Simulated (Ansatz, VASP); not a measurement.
One calculation of HfC, two programs

INCAR

```
SYSTEM = HfC
  PREC = Accurate
  ENCUT = 520
  EDIFF = 1E-8
  ISMEAR = -1
  SIGMA = 0.05
  LREAL = .FALSE.
  LASPH = .TRUE.
  NELM = 80
  ALGO = Normal
  ISIF = 2
  LWAVE = .FALSE.
  LCHARG = .FALSE.
  GGA = PE
  LEFG = .TRUE.
  NBANDS = 14
```

KPOINTS

```
Automatic mesh
0
G
  16 16 16
  0 0 0
```

Contents of POSCAR:

```
HfC
1.0
    0.0000000000      2.3713427620      2.3713427620
    2.3713427620      0.0000000000      2.3713427620
    2.3713427620      2.3713427620      0.0000000000
Hf C
1 1
Direct
    0.0000000000      0.0000000000      0.0000000000
    0.5000000000      0.5000000000      0.5000000000
```

Input for Ansatz:

```yaml
crystal:
  lattice:
    - [0.0, 2.371342762, 2.371342762]
    - [2.371342762, 0.0, 2.371342762]
    - [2.371342762, 2.371342762, 0.0]
  atoms:
    - { symbol: Hf, position: [0.0, 0.0, 0.0] }
    - { symbol: C, position: [0.5, 0.5, 0.5] }
kpoints:
  mp_grid: { grid: [16, 16, 16] }
scf:
  occupations: { method: fermi_dirac, width: 0.05 }
hamiltonian:
  xc: pbe
  pseudopotentials: { kind: paw }
output:
  forces: true
  stress: true
  eigenvalues: true
  efg: { contact_densities: true }
```

Change from the starting cell: volume scaled by 1.06, PAW files.

Alike in both runs: task electric field gradients; functional PBE; k mesh 16 × 16 × 16; occupations fermi-dirac, width 0.05 eV; no spin polarisation.

|  | VASP | Ansatz |
| --- | --- | --- |
| version | VASP 6.6.1 | Ansatz 0.2.0 |
| potentials or method | VASP PAW PBE potentials, release 64 (Hf_pv, C) | PAW with Ansatz's default frozen-core files, scalar-relativistic |
| plane-wave cutoff (eV) | 520 | 420 |
| valence electrons in the cell | 14 | 30 |

|  | VASP | Ansatz | Ansatz less VASP |
| --- | --- | --- | --- |
| pressure (GPa) | -12.9 | -12.1 | +0.78 |

With one functional, cell and mesh, what is left measures potentials, basis and numerics. VASP's potentials hold 14 valence electrons a cell and Ansatz's 30, so a difference there can come from the potentials and not from the codes.

Neither program's run includes spin-orbit coupling.
